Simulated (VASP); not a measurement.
# SiO2 (Cristobalite): single point with PBE+D3(BJ)

The system is SiO2 (Cristobalite).

```
Si O
1.0
     4.94362    0.00000    0.00000
     0.00000    4.94362    0.00000
     0.00000    0.00000    6.81576
Si O
4 8
Direct
  0.30964 0.30964 0.00000
  0.19036 0.80964 0.25000
  0.69036 0.69036 0.50000
  0.80964 0.19036 0.75000
  0.23482 0.12457 0.18970
  0.37543 0.73482 0.43970
  0.76518 0.87543 0.68970
  0.62457 0.26518 0.93970
  0.73482 0.37543 0.56030
  0.87543 0.76518 0.31030
  0.26518 0.62457 0.06030
  0.12457 0.23482 0.81030
```

- Program: VASP 6.6.1
- Task: single point
- Functional: PBE
- Dispersion: D3(BJ)
- Potentials or basis: VASP PAW PBE potentials, release 64 (Si, O)
- Cutoff: 520 eV
- k mesh: 6 × 6 × 4
- Occupations: gaussian, width 0.02 eV
- Spin: no spin polarisation

```yaml
Pressure: 0.1 GPa
Largest_force: 0.022 eV/Å
Band_gap_on_the_k_mesh: 5.65 eV, direct
Dispersion_energy_per_atom: -0.126 eV
```

Forces in eV/Å, atoms in the order of the input:
```
Si   0.015  0.015  0.000
Si  -0.015  0.015  0.000
Si  -0.015 -0.015  0.000
Si   0.015 -0.015  0.000
O    0.001  0.005 -0.005
O   -0.005  0.001 -0.005
O   -0.001 -0.005 -0.005
O    0.005 -0.001 -0.005
O    0.001 -0.005  0.005
O   -0.005 -0.001  0.005
O   -0.001  0.005  0.005
O    0.005  0.001  0.005
```

Levels at points of the mesh, in eV from the valence-band top:
```csv
k point,band 28,band 29,band 30,band 31,band 32,band 33,band 34,band 35,band 36,band 37
"(0.00, 0.00, 0.00)",-1.25,-0.71,-0.39,-0.39,0.00,5.65,8.78,8.78,9.30,9.30
"(0.50, 0.00, 0.00)",-0.96,-0.67,-0.67,-0.50,-0.50,7.72,7.72,9.21,9.21,9.71
"(0.50, 0.50, 0.00)",-1.25,-0.57,-0.57,-0.50,-0.50,8.67,8.67,8.68,8.68,9.61
"(0.00, 0.00, 0.50)",-0.97,-0.60,-0.60,-0.37,-0.37,6.97,6.97,9.25,9.25,9.76
"(0.50, 0.00, 0.50)",-1.02,-0.89,-0.89,-0.21,-0.21,8.00,8.00,9.12,9.12,9.52
"(0.50, 0.50, 0.50)",-1.30,-0.55,-0.55,-0.55,-0.55,9.11,9.11,9.11,9.11,9.79
```

Wall time 2.5 min on 1 thread of Intel(R) Xeon(R) Platinum 8488C (Sapphire Rapids), on a shared host, peak memory 0.36 GiB.

A k mesh can miss the band edges. A hybrid or GW would open this gap; PBE tends to underestimate it.
